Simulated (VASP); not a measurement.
Runs of VASP 6.6.1 on Ag. The structure is that of space group Im-3m (No. 229), or close to it. The cells are those of the table. This isn't the form of Ag at room conditions, which is fcc.

```tsv
task	cell	k mesh	cutoff (eV)	gap on the mesh (eV)	pressure (GPa)
single point	a = 2.792 Å, angles 109.5°, 1 atom	15 × 15 × 15	520	none	(a)
single point	a = 2.830 Å, angles 109.5°, 1 atom	14 × 14 × 14	520	none	0.1
single point	a = 2.830 Å, angles 109.5°, 1 atom	15 × 15 × 15	520	none	-0.1
single point	a = 2.939 Å, angles 109.5°, 1 atom	15 × 15 × 15	520	none	-8.4
single point	a = 2.867 Å, angles 109.5°, 1 atom	15 × 15 × 15	520	none	-3.7
single point	a = 2.753 Å, angles 109.5°, 1 atom	15 × 15 × 15	520	none	(b)
single point	a = 2.830 Å, angles 109.5°, 1 atom	22 × 22 × 22	520	none	0.0
relaxation of cell and atoms	relaxed from a = 2.809 Å, angles 109.5°, 1 atom	14 × 14 × 14	600	none	0.0
```

Alike in all rows: level r2SCAN; potentials or basis VASP PAW PBE potentials, release 64 (Ag); no spin polarisation; smearing fermi-dirac 0.1 eV.

Q: Estimate the missing entries.

A: (a) 4.5; (b) 10.5.

Caveats: the PAW data sets were made with another functional, which shifts forces and pressure a little; the cell stands under pressure (at least some runs); the cell stands under tension (at least some runs).

A k mesh can miss the band edges, and the runs leave out spin-orbit coupling on Ag.

A gap of «none» marks levels without a gap at the run's occupations.
